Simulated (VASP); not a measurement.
# NaH (F-43m) in VASP: a series of runs

Runs on NaH. Level: PBE. Tasks: single point.

Program: VASP 6.6.1. These are calculated values, not measurements. Logs are shortened: lines on timing, memory, paths and dates and some standing lists are left out, and cuts for length are marked.

**1. The cell of the first run**

It takes space group F-43m (No. 216, cubic). Conventional cell: a = 5.194 Å, b = 5.194 Å, c = 5.194 Å, α = 90.00°, β = 90.00°, γ = 90.00°. Na (site symmetry -43m) has 4 H at 2.25 Å within 3.0 Å. H (site symmetry -43m) has 4 Na at 2.25 Å within 3.0 Å.

**2. Single point, PBE**

INCAR reads:

```
PREC = Accurate
ENCUT = 520
EDIFF = 1E-6
ISMEAR = 0
SIGMA = 0.01
LREAL = F
LASPH = T
NELM = 60
ALGO = Normal
ISIF = 2
LWAVE = F
LCHARG = F
GGA = PE
NBANDS = 11
```

KPOINTS reads:

```
Automatic mesh
0
Gamma
  6 6 6
```

POSCAR reads:

```
NaH
1.0
    0.0000000000      2.5969210594      2.5969210594
    2.5969210594      0.0000000000      2.5969210594
    2.5969210594      2.5969210594      0.0000000000
Na H
1 1
Direct
    0.0000000000      0.0000000000      0.0000000000
    0.2500000000      0.2500000000      0.2500000000
```

Potentials or basis: VASP PAW PBE potentials, release 64 (Na_pv, H).

The run is started by

```sh
$ cat potpaw_PBE.64/Na_pv/POTCAR potpaw_PBE.64/H/POTCAR > POTCAR
$ mpirun -np 1 vasp_std > vasp.out
```

OUTCAR:

```text
PREC = Accurate
   ENCUT = 520
   EDIFF = 1E-6
   ISMEAR = 0
   LREAL = F
   LASPH = T
   NELM = 60
   ISIF = 2
   GGA = PE

 ion  position               nearest neighbor table
   1  0.000  0.000  0.000-
   2  0.250  0.250  0.250-

  LATTYP: Found a face centered cubic cell.
 ALAT       =     5.1938421188

  Lattice vectors:

 A1 = (   0.0000000000,   2.5969210594,   2.5969210594)
 A2 = (   2.5969210594,   0.0000000000,   2.5969210594)
 A3 = (   2.5969210594,   2.5969210594,   0.0000000000)

Analysis of symmetry for initial positions (statically):
[... 5 lines left out ...]
 face centered cubic supercell.

 Subroutine GETGRP returns: Found 24 space group operations
 (whereof 24 operations were pure point group operations)
 out of a pool of 48 trial point group operations.

The static configuration has the point symmetry T_d .

Analysis of symmetry for dynamics (positions and initial velocities):
[... 5 lines left out ...]
 face centered cubic supercell.

 Subroutine GETGRP returns: Found 24 space group operations
 (whereof 24 operations were pure point group operations)
 out of a pool of 48 trial point group operations.

The dynamic configuration has the point symmetry T_d .

 Subroutine INISYM returns: Found 24 space group operations
 (whereof 24 operations are pure point group operations),
 and found     1 'primitive' translations

----------------------------------------------------------------------------------------

                                     Primitive cell

  volume of cell :      35.0273

  direct lattice vectors                    reciprocal lattice vectors
     0.000000000  2.596921059  2.596921059    -0.192535695  0.192535695  0.192535695
     2.596921059  0.000000000  2.596921059     0.192535695 -0.192535695  0.192535695
     2.596921059  2.596921059  0.000000000     0.192535695  0.192535695 -0.192535695

  length of vectors
     3.672600983  3.672600983  3.672600983     0.333481605  0.333481605  0.333481605

  position of ions in fractional coordinates (direct lattice)
     0.000000000  0.000000000  0.000000000
     0.250000000  0.250000000  0.250000000

  ion indices of the primitive-cell ions
   primitive index   ion index
                 1           1
                 2           2

----------------------------------------------------------------------------------------

 KPOINTS: Automatic mesh

Automatic generation of k-mesh.
 Grid dimensions read from file:
 generate k-points for:    6    6    6

 Generating k-lattice:

  Cartesian coordinates                     Fractional coordinates (reciprocal lattice)
    -0.032089282  0.032089282  0.032089282     0.166666667  0.000000000  0.000000000
     0.032089282 -0.032089282  0.032089282     0.000000000  0.166666667  0.000000000
     0.032089282  0.032089282 -0.032089282     0.000000000  0.000000000  0.166666667

  Length of vectors
     0.055580268  0.055580268  0.055580268

  Shift w.r.t. Gamma in fractional coordinates (k-lattice)
     0.000000000  0.000000000  0.000000000

 Subroutine IBZKPT returns following result:
 ===========================================

 Found     16 irreducible k-points:

 Following reciprocal coordinates:
            Coordinates               Weight
  0.000000  0.000000  0.000000      1.000000
  0.166667  0.000000  0.000000      8.000000
  0.333333  0.000000  0.000000      8.000000
  0.500000  0.000000  0.000000      4.000000
  0.166667  0.166667  0.000000      6.000000
  0.333333  0.166667  0.000000     24.000000
[... 8 lines left out ...]
 -0.333333  0.333333  0.166667     24.000000
 -0.333333  0.500000  0.166667     12.000000
   k-points           NKPTS =     16   k-points in BZ     NKDIM =     16   number of bands    NBANDS=     11
   number of dos      NEDOS =    301   number of ions     NIONS =      2
   total plane-waves  NPLWV =  21952
   dimension x,y,z NGX =    28 NGY =   28 NGZ =   28
   dimension x,y,z NGXF=    56 NGYF=   56 NGZF=   56
   ions per type =               1   1
   NGX,Y,Z   is equivalent  to a cutoff of  12.67, 12.67, 12.67 a.u.
   NGXF,Y,Z  is equivalent  to a cutoff of  25.35, 25.35, 25.35 a.u.
 SYSTEM =  unknown system
   PREC   = accura    normal or accurate (medium, high low for compatibility)
   ISTART =      0    job   : 0-new  1-cont  2-samecut
   ICHARG =      2    charge: 1-file 2-atom 10-const
   ISPIN  =      1    spin polarized calculation?
   LNONCOLLINEAR =      F non collinear calculations
   LSORBIT =      F    spin-orbit coupling
   LASPH  =      T    aspherical Exc in radial PAW
   ENCUT  =  520.0 eV  38.22 Ry    6.18 a.u.   6.83  6.83  6.83*2*pi/ulx,y,z
   NELM   =     60;   NELMIN=  2; NELMDL= -5     # of ELM steps
   EDIFF  = 0.1E-05   stopping-criterion for ELM
   LREAL  =      F    real-space projection
   EDIFFG = 0.1E-04   stopping-criterion for IOM
   NSW    =      0    number of steps for IOM
   IBRION =     -1    ionic relax: 0-MD 1-quasi-New 2-CG
[... 8 lines left out ...]
   EMIN   =  10.00;   EMAX   =-10.00  energy-range for DOS
   EFERMI =   0.00;   METHOD = LEGACY
   ISMEAR =     0;   SIGMA  =   0.01  broadening in eV -4-tet -1-fermi 0-gaus
   EFERMI_NEDOS =   21; number of points for ismear=-14 and -15
   IALGO  =     38    algorithm
   IMIX   =      4    mixing-type and parameters
     AMIX     =   0.40;   BMIX     =  1.00
     AMIX_MAG =   1.60;   BMIX_MAG =  1.00
  volume/ion in A,a.u.               =      17.51       118.19
  Fermi-wavevector in a.u.,A,eV,Ry     =   1.000697  1.891044 13.624808  1.001395
  Thomas-Fermi vector in A             =   2.133071
   LORBIT       =      0    0 simple, 1 ext, 2 COOP (PROOUT), +10 PAW based schemes
   GGA     = PE    functional components
   LHFCALC =     F    Hartree Fock is set to
   AEXX    =    0.0000 exact exchange contribution
   IVDW    =     0    specifies the selected vdW correction
   LEPSILON=     F    determine dielectric tensor
   LRPA    =     F    only Hartree local field effects (RPA)
 non-spin polarized calculation
 Gauss-broadening in eV      SIGMA  =   0.01
  energy-cutoff  :      520.00
  volume of cell :       35.03
 maximum number of plane-waves:       960
   NGX = 13   NGY = 13   NGZ = 13

 number of electron       8.0000009 magnetization

 Free energy of the ion-electron system (eV)
  ---------------------------------------------------
  ext. energy  EPLUGINS =         0.00000000
  ---------------------------------------------------
  free energy    TOTEN  =        -4.98993668 eV

  energy without entropy =       -4.98993668  energy(sigma->0) =       -4.98993668

 E-fermi :  -1.8405     XC(G=0):  -6.8758

 val. band max:       -1.9089083620   @ k =  -0.3333   0.5000   0.1667
 cond. band min:       1.7229161316   @ k =   0.5000   0.0000   0.0000
 fundamental gap:      3.6318244936
 Fermi energy:        -1.8405244005

 k-point     1 :       0.0000    0.0000    0.0000
  band No.  band energies     occupation
      1     -23.8800      2.00000
      2     -23.8800      2.00000
      3     -23.8800      2.00000
      4      -4.7273      2.00000
      5       6.3316      0.00000
      6      11.4490      0.00000
      7      11.4490      0.00000
      8      11.4490      0.00000
      9      14.1200      0.00000
     10      14.1200      0.00000
     11      14.1200      0.00000

 k-point     2 :       0.1667    0.0000    0.0000
  band No.  band energies     occupation
      1     -23.8920      2.00000
      2     -23.8816      2.00000
      3     -23.8816      2.00000
      4      -4.3447      2.00000
      5       5.1980      0.00000
      6      10.2619      0.00000
      7      11.0646      0.00000
      8      11.0646      0.00000
      9      14.6922      0.00000
     10      14.6922      0.00000
     11      15.0759      0.00000

 k-point     3 :       0.3333    0.0000    0.0000
  band No.  band energies     occupation
      1     -23.9158      2.00000
      2     -23.8848      2.00000
      3     -23.8848      2.00000
      4      -3.3493      2.00000
      5       2.9868      0.00000
      6       9.1331      0.00000
      7      10.7312      0.00000
      8      10.7312      0.00000
      9      13.0297      0.00000
     10      13.0297      0.00000
     11      14.3718      0.00000

 k-point     4 :       0.5000    0.0000    0.0000
  band No.  band energies     occupation
      1     -23.9276      2.00000
      2     -23.8863      2.00000
      3     -23.8863      2.00000
      4      -2.5941      2.00000
      5       1.7229      0.00000
      6       8.7844      0.00000
      7      10.7087      0.00000
      8      10.7087      0.00000
      9      12.3072      0.00000
     10      12.3073      0.00000
     11      13.7993      0.00000

 k-point     5 :       0.1667    0.1667    0.0000
  band No.  band energies     occupation
      1     -23.8919      2.00000
      2     -23.8842      2.00000
      3     -23.8842      2.00000
      4      -4.2187      2.00000
      5       5.1638      0.00000
      6       9.8253      0.00000
      7       9.8253      0.00000
      8      11.5434      0.00000
      9      13.1484      0.00000
     10      13.5558      0.00000
     11      16.8078      0.00000
[... 99 lines left out ...]
 k-point    13 :       0.5000    0.5000    0.0000
  band No.  band energies     occupation
      1     -23.9259      2.00000
      2     -23.8965      2.00000
      3     -23.8965      2.00000
      4      -1.9695      2.00000
      5       3.1481      0.00000
      6       5.5642      0.00000
      7       7.8583      0.00000
      8       7.8583      0.00000
      9      10.4553      0.00000
     10      18.9896      0.00000
     11      21.4957      0.00000

 k-point    14 :       0.5000    0.3333    0.1667
  band No.  band energies     occupation
      1     -23.9158      2.00000
      2     -23.8987      2.00000
      3     -23.8902      2.00000
      4      -2.6220      2.00000
      5       3.1917      0.00000
      6       6.1474      0.00000
      7       7.5380      0.00000
      8      11.0635      0.00000
      9      13.5772      0.00000
     10      14.0083      0.00000
     11      17.2411      0.00000

 k-point    15 :      -0.3333    0.3333    0.1667
  band No.  band energies     occupation
      1     -23.9172      2.00000
      2     -23.9046      2.00000
      3     -23.8927      2.00000
      4      -2.0925      2.00000
      5       2.8788      0.00000
      6       5.2456      0.00000
      7       6.7440      0.00000
      8      11.7969      0.00000
      9      12.7517      0.00000
     10      16.1952      0.00000
     11      16.8973      0.00000

 k-point    16 :      -0.3333    0.5000    0.1667
  band No.  band energies     occupation
      1     -23.9188      2.00000
      2     -23.9035      2.00000
      3     -23.8968      2.00000
      4      -1.9089      2.00000
      5       3.6762      0.00000
      6       4.4431      0.00000
      7       5.9906      0.00000
      8      10.5117      0.00000
      9      13.3862      0.00000
     10      15.3443      0.00000
     11      18.1546      0.00000

------------------------ aborting loop because EDIFF is reached ----------------------------------------

  FORCE on cell =-STRESS in cart. coord.  units (eV):
  Direction    XX          YY          ZZ          XY          YZ          ZX
  --------------------------------------------------------------------------------------
  -------------------------------------------------------------------------------------
  Total        0.0490970      0.0490970      0.0490970      0.0000000     -0.0000000      0.0000000
  in kB        2.2457403      2.2457403      2.2457403      0.0000000     -0.0000000      0.0000000
  external PRESSURE =       2.2457403 kB  Pullay stress =       0.0000000 kB

 VOLUME and BASIS-vectors are now :
 -----------------------------------------------------------------------------
  energy-cutoff  :      520.00
  volume of cell :       35.03
      direct lattice vectors                 reciprocal lattice vectors
     0.000000000  2.596921059  2.596921059    -0.192535695  0.192535695  0.192535695
     2.596921059  0.000000000  2.596921059     0.192535695 -0.192535695  0.192535695
     2.596921059  2.596921059  0.000000000     0.192535695  0.192535695 -0.192535695

 POSITION                                       TOTAL-FORCE (eV/Angst)
 -----------------------------------------------------------------------------------
      0.00000      0.00000      0.00000        -0.000000     -0.000000     -0.000000
      1.29846      1.29846      1.29846         0.000000      0.000000      0.000000
 -----------------------------------------------------------------------------------
    total drift:                                0.000001      0.000001      0.000001

  FREE ENERGIE OF THE ION-ELECTRON SYSTEM (eV)
  ---------------------------------------------------
  free  energy   TOTEN  =        -4.9899366828 eV

  energy  without entropy=       -4.9899366828  energy(sigma->0) =       -4.98993668
```

Wall time 4 s (1 thread of Intel Xeon Platinum 8488C (Sapphire Rapids), shared host); peak memory 0.14 GiB.

Results:

```yaml
Free_energy: -4.9899 eV
Pressure: 0.2 GPa
Band_gap_on_the_k_mesh: 3.63 eV, indirect (least direct gap 4.32 eV)
```

Levels at points of the mesh, in eV from the valence-band top:
```tsv
k point	band 1	band 2	band 3	band 4	band 5	band 6	band 7	band 8	band 9
(0.00, 0.00, 0.00)	-21.97	-21.97	-21.97	-2.82	8.24	13.36	13.36	13.36	16.03
(0.50, 0.00, 0.00)	-22.02	-21.98	-21.98	-0.69	3.63	10.69	12.62	12.62	14.22
(0.50, 0.50, 0.00)	-22.02	-21.99	-21.99	-0.06	5.06	7.47	9.77	9.77	12.36
```

A k mesh can miss the band edges. PBE gaps usually lie below the measured ones, often by a third to a half.

**3. Single point, PBE**

INCAR reads:

```
  PREC = Accurate
  ENCUT = 520
  EDIFF = 1E-7
  ISMEAR = 0
  SIGMA = 0.01
  LREAL = False
  LASPH = True
  NELM = 100
  ALGO = Normal
  ISIF = 2
  LWAVE = False
  LCHARG = True
  GGA = PE
  LELF = True
  LVHAR = True
  NBANDS = 11
```

KPOINTS reads:

```
Automatic mesh
0
Gamma
  8 8 8
```

POSCAR is that of step 2.

Potentials or basis: VASP PAW PBE potentials, release 64 (Na_pv, H).

The run is started by

```sh
$ cat potpaw_PBE.64/Na_pv/POTCAR potpaw_PBE.64/H/POTCAR > POTCAR
$ mpirun -np 1 vasp_std > vasp.out
```

Run time: 6.6 s. Hardware: 1 thread of Intel Xeon Platinum 8488C (Sapphire Rapids), shared host; peak memory 0.15 GiB.

Results (log left out):

| Item | Value |
| --- | --- |
| Free energy | -4.9899 eV |
| Pressure | 0.2 GPa |
| Band gap on the k mesh | 3.61 eV, indirect (least direct gap 4.32 eV) |

Levels at points of the mesh, in eV from the valence-band top:
```tsv
k point	band 1	band 2	band 3	band 4	band 5	band 6	band 7	band 8	band 9
(0.00, 0.00, 0.00)	-21.99	-21.99	-21.99	-2.84	8.22	13.34	13.34	13.34	16.01
(0.50, 0.00, 0.00)	-22.04	-22.00	-22.00	-0.71	3.61	10.67	12.60	12.60	14.20
(0.50, 0.50, 0.00)	-22.04	-22.01	-22.01	-0.08	5.04	7.45	9.75	9.75	12.34
```
